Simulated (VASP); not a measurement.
# PbS in VASP: a series of runs

Aim: see how the results for PbS move with the level of theory and the settings. Levels: RPBE+D3(BJ), BLYP+D4, RPBE, PBE. Tasks: single point, relaxation of cell and atoms.

Everything below comes from runs of VASP 6.6.1. Logs are shortened: lines on timing, memory, paths and dates and some standing lists are left out, and cuts for length are marked.

### 1 The cell of the first run

Symmetry: Cmcm, No. 63, orthorhombic system. The conventional cell has a = 4.187 Å, b = 12.062 Å, c = 4.308 Å, α = 90.00°, β = 90.00°, γ = 90.00°. Within 3.6 Å of Pb (site symmetry m2m) lie 5 S at 2.70 to 3.01 Å. Within 3.6 Å of S (site symmetry m2m) lie 5 Pb at 2.70 to 3.01 Å.

### 2 Single point, RPBE+D3(BJ)

Contents of INCAR:

```
ALGO     = Normal         # electronic algorithm
EDIFF    = 1E-6           # SCF threshold, eV
ENCUT    = 520            # plane-wave cutoff, eV
GGA      = RP             # functional
ISIF     = 2              # what is computed and relaxed
ISMEAR   = -1             # smearing method
IVDW     = 12             # dispersion correction
LASPH    = True           # aspherical terms in the spheres
LCHARG   = False          # write CHGCAR
LREAL    = False          # projectors in reciprocal space
LWAVE    = False          # write WAVECAR
NBANDS   = 28             # bands
NELM     = 100            # most SCF steps
PREC     = Accurate       # precision mode
SIGMA    = 0.05           # smearing width, eV
```

Contents of KPOINTS:

```
k-points
0
Gamma
  7 7 6
```

Contents of POSCAR:

```
PbS
1.0
    2.0937276176     -6.0309754840      0.0000000000
    2.0937276176      6.0309754840      0.0000000000
    0.0000000000      0.0000000000      4.3076616397
Pb S
2 2
Direct
    0.1305633500      0.8694366500      0.2500000000
    0.8694366500      0.1305633500      0.7500000000
    0.3547970900      0.6452029100      0.2500000000
    0.6452029100      0.3547970900      0.7500000000
```

Potentials or basis: VASP PAW PBE potentials, release 64 (Pb_d, S).

On the command line:

```console
cat potpaw_PBE.64/Pb_d/POTCAR potpaw_PBE.64/S/POTCAR > POTCAR
mpirun -np 1 vasp_std > vasp.out
```

OUTCAR:

```text
EDIFF = 1E-6
   ENCUT = 520
   GGA = RP
   ISIF = 2
   ISMEAR = -1
   IVDW = 12
   LASPH = True
   LREAL = False
   NELM = 100
   PREC = Accurate
 IVDW          = 12

 ion  position               nearest neighbor table
   1  0.131  0.869  0.250-   3 2.70   4 3.01   4 3.01   4 3.01   4 3.01   2 3.82   2 3.82
   2  0.869  0.131  0.750-   4 2.70   3 3.01   3 3.01   3 3.01   3 3.01   1 3.82   1 3.82
   3  0.355  0.645  0.250-   1 2.70   2 3.01   2 3.01   2 3.01   2 3.01
   4  0.645  0.355  0.750-   2 2.70   1 3.01   1 3.01   1 3.01   1 3.01

  LATTYP: Found a base centered orthorhombic cell.
 ALAT       =     4.1874552352
 B/A-ratio  =     2.8804966956
 C/A-ratio  =     1.0287063139

  Lattice vectors:

 A1 = (   2.0937276176,  -6.0309754840,   0.0000000000)
 A2 = (   2.0937276176,   6.0309754840,   0.0000000000)
 A3 = (   0.0000000000,   0.0000000000,   4.3076616397)

Analysis of symmetry for initial positions (statically):
=====================================================================
 Subroutine PRICEL returns:
 Original cell was already a primitive cell.

 Routine SETGRP: Setting up the symmetry group for a
 base centered orthorhombic supercell.

 Subroutine GETGRP returns: Found  8 space group operations
 (whereof  4 operations were pure point group operations)
 out of a pool of  8 trial point group operations.

The static configuration has the point symmetry C_2h.
 The point group associated with its full space group is D_2h.

Analysis of symmetry for dynamics (positions and initial velocities):
=====================================================================
 Subroutine PRICEL returns:
 Original cell was already a primitive cell.

 Routine SETGRP: Setting up the symmetry group for a
 base centered orthorhombic supercell.

 Subroutine GETGRP returns: Found  8 space group operations
 (whereof  4 operations were pure point group operations)
 out of a pool of  8 trial point group operations.

The dynamic configuration has the point symmetry C_2h.
 The point group associated with its full space group is D_2h.

 Subroutine INISYM returns: Found  8 space group operations
 (whereof  4 operations are pure point group operations),
 and found     1 'primitive' translations

----------------------------------------------------------------------------------------

                                     Primitive cell

  volume of cell :     108.7876

  direct lattice vectors                    reciprocal lattice vectors
     2.093727618 -6.030975484  0.000000000     0.238808523 -0.082905328  0.000000000
     2.093727618  6.030975484  0.000000000     0.238808523  0.082905328  0.000000000
     0.000000000  0.000000000  4.307661640     0.000000000  0.000000000  0.232144510

  length of vectors
     6.384070851  6.384070851  4.307661640     0.252790039  0.252790039  0.232144510

  position of ions in fractional coordinates (direct lattice)
     0.130563350  0.869436650  0.250000000
     0.869436650  0.130563350  0.750000000
     0.354797090  0.645202910  0.250000000
     0.645202910  0.354797090  0.750000000

  ion indices of the primitive-cell ions
   primitive index   ion index
                 1           1
                 2           2
                 3           3
                 4           4

----------------------------------------------------------------------------------------

 KPOINTS: k-points

Automatic generation of k-mesh.
 Grid dimensions read from file:
 generate k-points for:    7    7    6

 Generating k-lattice:

  Cartesian coordinates                     Fractional coordinates (reciprocal lattice)
     0.034115503 -0.011843618  0.000000000     0.142857143 -0.000000000  0.000000000
     0.034115503  0.011843618  0.000000000    -0.000000000  0.142857143  0.000000000
     0.000000000  0.000000000  0.038690752     0.000000000  0.000000000  0.166666667

  Length of vectors
     0.036112863  0.036112863  0.038690752

  Shift w.r.t. Gamma in fractional coordinates (k-lattice)
     0.000000000  0.000000000  0.000000000

 Subroutine IBZKPT returns following result:
 ===========================================

 Found     64 irreducible k-points:

 Following reciprocal coordinates:
            Coordinates               Weight
  0.000000  0.000000  0.000000      1.000000
  0.142857 -0.000000  0.000000      4.000000
  0.285714  0.000000  0.000000      4.000000
  0.428571 -0.000000  0.000000      4.000000
  0.142857  0.142857  0.000000      2.000000
  0.285714  0.142857  0.000000      4.000000
[... 16 lines left out ...]
  0.428571  0.142857  0.166667      8.000000
 -0.428571  0.142857  0.166667      8.000000
 [... further k-points ...]
   k-points           NKPTS =     64   k-points in BZ     NKDIM =     64   number of bands    NBANDS=     28
   number of dos      NEDOS =    301   number of ions     NIONS =      4
   total plane-waves  NPLWV =  73728
   dimension x,y,z NGX =    48 NGY =   48 NGZ =   32
   dimension x,y,z NGXF=    96 NGYF=   96 NGZF=   64
   ions per type =               2   2
   NGX,Y,Z   is equivalent  to a cutoff of  12.50, 12.50, 12.35 a.u.
   NGXF,Y,Z  is equivalent  to a cutoff of  25.00, 25.00, 24.70 a.u.
 SYSTEM =  unknown system
   PREC   = accura    normal or accurate (medium, high low for compatibility)
   ISTART =      0    job   : 0-new  1-cont  2-samecut
   ICHARG =      2    charge: 1-file 2-atom 10-const
   ISPIN  =      1    spin polarized calculation?
   LNONCOLLINEAR =      F non collinear calculations
   LSORBIT =      F    spin-orbit coupling
   LASPH  =      T    aspherical Exc in radial PAW
   ENCUT  =  520.0 eV  38.22 Ry    6.18 a.u.  11.87 11.87  8.01*2*pi/ulx,y,z
   NELM   =    100;   NELMIN=  2; NELMDL= -5     # of ELM steps
   EDIFF  = 0.1E-05   stopping-criterion for ELM
   LREAL  =      F    real-space projection
   EDIFFG = 0.1E-04   stopping-criterion for IOM
   NSW    =      0    number of steps for IOM
   IBRION =     -1    ionic relax: 0-MD 1-quasi-New 2-CG
   NFREE  =      0    steps in history (QN), initial steepest desc. (CG)
   ISIF   =      2    stress and relaxation
   ISYM   =      2    0-nonsym 1-usesym 2-fastsym
   POTIM  = 0.5000    time-step for ionic-motion
   TEBEG  =    0.0;   TEEND  =   0.0 temperature during run
   PSTRESS=    0.0 pullay stress
   NELECT =      40.0000    total number of electrons
   NUPDOWN=      -1.0000    fix difference up-down
   EMIN   =  10.00;   EMAX   =-10.00  energy-range for DOS
   EFERMI =   0.00;   METHOD = LEGACY
   ISMEAR =    -1;   SIGMA  =   0.05  broadening in eV -4-tet -1-fermi 0-gaus
   EFERMI_NEDOS =   21; number of points for ismear=-14 and -15
   IALGO  =     38    algorithm
   IMIX   =      4    mixing-type and parameters
     AMIX     =   0.40;   BMIX     =  1.00
     AMIX_MAG =   1.60;   BMIX_MAG =  1.00
  volume/ion in A,a.u.               =      27.20       183.53
  Fermi-wavevector in a.u.,A,eV,Ry     =   1.172830  2.216327 18.715224  1.375530
  Thomas-Fermi vector in A             =   2.309252
   LORBIT       =      0    0 simple, 1 ext, 2 COOP (PROOUT), +10 PAW based schemes
   GGA     = RP    functional components
   LHFCALC =     F    Hartree Fock is set to
   AEXX    =    0.0000 exact exchange contribution
   IVDW    =    12    specifies the selected vdW correction
   LEPSILON=     F    determine dielectric tensor
   LRPA    =     F    only Hartree local field effects (RPA)
 non-spin polarized calculation
  energy-cutoff  :      520.00
  volume of cell :      108.79
 maximum number of plane-waves:      2962
   NGX = 23   NGY = 23   NGZ = 17

 number of electron      40.0000008 magnetization

 Free energy of the ion-electron system (eV)
  ---------------------------------------------------
  ext. energy  EPLUGINS =         0.00000000
  ---------------------------------------------------
  free energy    TOTEN  =       -16.04478087 eV

  energy without entropy =      -16.04478081  energy(sigma->0) =      -16.04478084

 E-fermi :   5.4664     XC(G=0):  -9.3149

 val. band max:        4.7387915810   @ k =  -0.4286   0.4286   0.3333
 cond. band min:       6.1185643884   @ k =   0.4286   0.4286   0.0000
 fundamental gap:      1.3797728074
 Fermi energy:         5.4664248579

 k-point     1 :       0.0000    0.0000    0.0000
  band No.  band energies     occupation
      1     -11.6084      2.00000
      2     -11.5328      2.00000
      3     -11.5279      2.00000
      4     -11.5207      2.00000
      5     -11.4857      2.00000
      6     -11.4834      2.00000
[... 20 lines left out ...]
     27      10.8957      0.00000
     28      11.8931      0.00000

 k-point     2 :       0.1429   -0.0000    0.0000
  band No.  band energies     occupation
      1     -11.5981      2.00000
      2     -11.5279      2.00000
      3     -11.5193      2.00000
      4     -11.5173      2.00000
      5     -11.4890      2.00000
      6     -11.4881      2.00000
[... 20 lines left out ...]
     27      11.1805      0.00000
     28      12.2842      0.00000

 k-point     3 :       0.2857    0.0000    0.0000
  band No.  band energies     occupation
      1     -11.5732      2.00000
      2     -11.5178      2.00000
      3     -11.5175      2.00000
      4     -11.5021      2.00000
      5     -11.4991      2.00000
      6     -11.4941      2.00000
[... 20 lines left out ...]
     27      12.2741      0.00000
     28      12.9250      0.00000

 k-point     4 :       0.4286   -0.0000    0.0000
  band No.  band energies     occupation
      1     -11.5458      2.00000
      2     -11.5216      2.00000
      3     -11.5190      2.00000
      4     -11.5132      2.00000
      5     -11.4961      2.00000
      6     -11.4955      2.00000
[... 578 lines left out ...]
     27      11.8084      0.00000
     28      12.9761      0.00000

 k-point    23 :       0.4286    0.1429    0.1667
  band No.  band energies     occupation
      1     -11.5591      2.00000
      2     -11.5452      2.00000
      3     -11.5210      2.00000
      4     -11.5013      2.00000
      5     -11.4934      2.00000
      6     -11.4887      2.00000
[... 20 lines left out ...]
     27      12.1628      0.00000
     28      12.9411      0.00000

 k-point    24 :      -0.4286    0.1429    0.1667
  band No.  band energies     occupation
      1     -11.5727      2.00000
      2     -11.5274      2.00000
      3     -11.5175      2.00000
      4     -11.5057      2.00000
      5     -11.4956      2.00000
      6     -11.4902      2.00000
[... 20 lines left out ...]
     27      12.3515      0.00000
     28      13.1173      0.00000

 [... further k-points ...]

------------------------ aborting loop because EDIFF is reached ----------------------------------------

 Edisp (eV)   -5.95912

 E8    (eV) :    -3.8622

  FORCE on cell =-STRESS in cart. coord.  units (eV):
  Direction    XX          YY          ZZ          XY          YZ          ZX
  --------------------------------------------------------------------------------------
  -------------------------------------------------------------------------------------
  Total      -8.12600    -7.06164    -8.36436     0.00000    -0.00000     0.00000
  in kB    -119.67623  -104.00084  -123.18669     0.00000    -0.00000     0.00000
  external pressure =     -115.62 kB  Pullay stress =        0.00 kB

 VOLUME and BASIS-vectors are now :
 -----------------------------------------------------------------------------
  energy-cutoff  :      520.00
  volume of cell :      108.79
      direct lattice vectors                 reciprocal lattice vectors
     2.093727618 -6.030975484  0.000000000     0.238808523 -0.082905328  0.000000000
     2.093727618  6.030975484  0.000000000     0.238808523  0.082905328  0.000000000
     0.000000000  0.000000000  4.307661640     0.000000000  0.000000000  0.232144510

 POSITION                                       TOTAL-FORCE (eV/Angst)
 -----------------------------------------------------------------------------------
      2.09373      4.45613      1.07692         0.000000     -0.259565     -0.000000
      2.09373     -4.45613      3.23075         0.000000      0.259565      0.000000
      2.09373      1.75143      1.07692         0.000000      0.089209     -0.000000
      2.09373     -1.75143      3.23075         0.000000     -0.089209     -0.000000
 -----------------------------------------------------------------------------------
    total drift:                               -0.000000     -0.000000      0.000000

  FREE ENERGIE OF THE ION-ELECTRON SYSTEM (eV)
  ---------------------------------------------------
  free  energy   TOTEN  =       -22.0038961204 eV

  energy  without entropy=      -22.0038960622  energy(sigma->0) =      -22.00389609
```

Run time: 91 s. Hardware: 1 thread of Intel Xeon 6975P-C (Granite Rapids), shared host; peak memory 0.35 GiB.

Results:

```yaml
Free_energy: -22.0039 eV
Pressure: -11.6 GPa
Largest_force: 0.260 eV/Å
Band_gap_on_the_k_mesh: 1.38 eV (least direct gap 1.52 eV)
Dispersion_energy_per_atom: -1.490 eV
```

Forces in eV/Å, atoms in the order of the input:
```
Pb   0.000 -0.260  0.000
Pb   0.000  0.260  0.000
S    0.000  0.089  0.000
S    0.000 -0.089  0.000
```

Levels at points of the mesh, in eV from the valence-band top:
```tsv
k point	band 17	band 18	band 19	band 20	band 21	band 22	band 23	band 24
(0.00, 0.00, 0.00)	-2.19	-1.49	-1.32	-0.39	4.76	4.94	4.98	5.64
(0.00, 0.00, 0.50)	-0.98	-0.98	-0.03	-0.03	1.99	1.99	2.94	2.94
```

Caveat: the cell stands under tension; the PAW data sets were made with another functional, which shifts forces and pressure a little; spin-orbit coupling is left out, which moves the levels of the heavy elements; an odd mesh through Γ misses points on the zone boundary, where band edges can lie.

### 3 Single point, BLYP+D4

Contents of INCAR:

```
SYSTEM = PbS
PREC = Accurate
ENCUT = 520
EDIFF = 1E-7
ISMEAR = -1
SIGMA = 0.05
LREAL = .FALSE.
LASPH = .TRUE.
NELM = 60
ALGO = Normal
ISIF = 2
LWAVE = .FALSE.
LCHARG = .FALSE.
GGA = B5
ALDAX = 1.0
AGGAX = 1.0
AGGAC = 1.0
ALDAC = 0.0
IVDW = 13
VDW_S6 = 1.0
VDW_S8 = 2.34076671
VDW_A1 = 0.44488865
VDW_A2 = 4.0933009
NBANDS = 28
```

Contents of KPOINTS:

```
Automatic mesh
0
G
  7 7 6
  0 0 0
```

POSCAR is that of step 2.

Potentials or basis: VASP PAW PBE potentials, release 64 (Pb_d, S).

On the command line:

```console
cat potpaw_PBE.64/Pb_d/POTCAR potpaw_PBE.64/S/POTCAR > POTCAR
mpirun -np 1 vasp_std > vasp.out
```

It took 2 min on 1 thread of Intel Xeon 6975P-C (Granite Rapids), shared host; peak memory 0.34 GiB.

The run converged. Its results:

- Free energy: -18.0071 eV
- Pressure: 0.8 GPa
- Largest force: 0.124 eV/Å
- Band gap on the k mesh: 1.33 eV (least direct gap 1.48 eV)
- Dispersion energy per atom: -0.691 eV

Forces in eV/Å, atoms in the order of the input:
```
Pb   0.000  0.104  0.000
Pb   0.000 -0.104  0.000
S    0.000 -0.124  0.000
S    0.000  0.124  0.000
```

Stress tensor (GPa, compression positive):
```
0.77 0.00 0.00
0.00 0.68 0.00
0.00 0.00 1.06
```

Levels at points of the mesh, in eV from the valence-band top:
```
           k point  band 18  band 19  band 20  band 21  band 22  band 23
(0.00, 0.00, 0.00)    -1.47    -1.30    -0.38     4.71     4.87     5.08
(0.00, 0.00, 0.50)    -0.94    -0.02    -0.02     1.98     1.98     2.87
```

Caveat: the PAW data sets were made with another functional, which shifts forces and pressure a little; spin-orbit coupling is left out, which moves the levels of the heavy elements; an odd mesh through Γ misses points on the zone boundary, where band edges can lie.

### 4 Single point, RPBE+D3(BJ)

This run uses another cell than the first one, of 27.73 Å³/atom.

Contents of INCAR:

```
SYSTEM = PbS
  PREC = Accurate
  ENCUT = 520
  EDIFF = 1E-6
  ISMEAR = -1
  SIGMA = 0.05
  LREAL = .FALSE.
  LASPH = .TRUE.
  NELM = 60
  ALGO = Normal
  ISIF = 2
  LWAVE = .FALSE.
  LCHARG = .TRUE.
  GGA = RP
  IVDW = 12
  LELF = .TRUE.
  LVHAR = .TRUE.
  NBANDS = 28
```

KPOINTS is that of step 3.

Contents of POSCAR:

```
PbS
1.0
    2.1073236324     -6.0701387599      0.0000000000
    2.1073236324      6.0701387599      0.0000000000
    0.0000000000      0.0000000000      4.3356342523
Pb S
2 2
Direct
    0.1305633500      0.8694366500      0.2500000000
    0.8694366500      0.1305633500      0.7500000000
    0.3547970900      0.6452029100      0.2500000000
    0.6452029100      0.3547970900      0.7500000000
```

On the command line:

```console
cat potpaw_PBE.64/Pb_d/POTCAR potpaw_PBE.64/S/POTCAR > POTCAR
mpirun -np 1 vasp_std > vasp.out
```

Run time: 80 s. Hardware: 1 thread of Intel Xeon 6975P-C (Granite Rapids), shared host; peak memory 0.35 GiB.

The run converged. Its results:

```
Free energy                : -21.8484 eV
Pressure                   : -11.9 GPa
Largest force              : 0.380 eV/Å
Band gap on the k mesh     : 1.41 eV (least direct gap 1.52 eV)
Dispersion energy per atom : -1.446 eV
```

Forces on the atoms (eV/Å):
```
Pb   0.000 -0.380  0.000
Pb   0.000  0.380  0.000
S    0.000  0.166  0.000
S    0.000 -0.166  0.000
```

Stress tensor (GPa, compression positive):
```
-12.28   0.00   0.00
  0.00 -10.76   0.00
  0.00   0.00 -12.61
```

Levels at points of the mesh, in eV from the valence-band top:
| k point | band 16 | band 17 | band 18 | band 19 | band 20 | band 21 | band 22 | band 23 | band 24 | band 25 |
| --- | --- | --- | --- | --- | --- | --- | --- | --- | --- | --- |
| (0.00, 0.00, 0.00) | -2.62 | -2.10 | -1.41 | -1.25 | -0.35 | 4.71 | 4.94 | 4.99 | 5.57 | 5.79 |
| (0.00, 0.00, 0.50) | -2.42 | -0.92 | -0.92 | -0.03 | -0.03 | 2.00 | 2.00 | 2.96 | 2.96 | 5.02 |

Caveat: the cell stands under tension; the PAW data sets were made with another functional, which shifts forces and pressure a little; spin-orbit coupling is left out, which moves the levels of the heavy elements; an odd mesh through Γ misses points on the zone boundary, where band edges can lie.

(Part 1 of 2 ends here.)
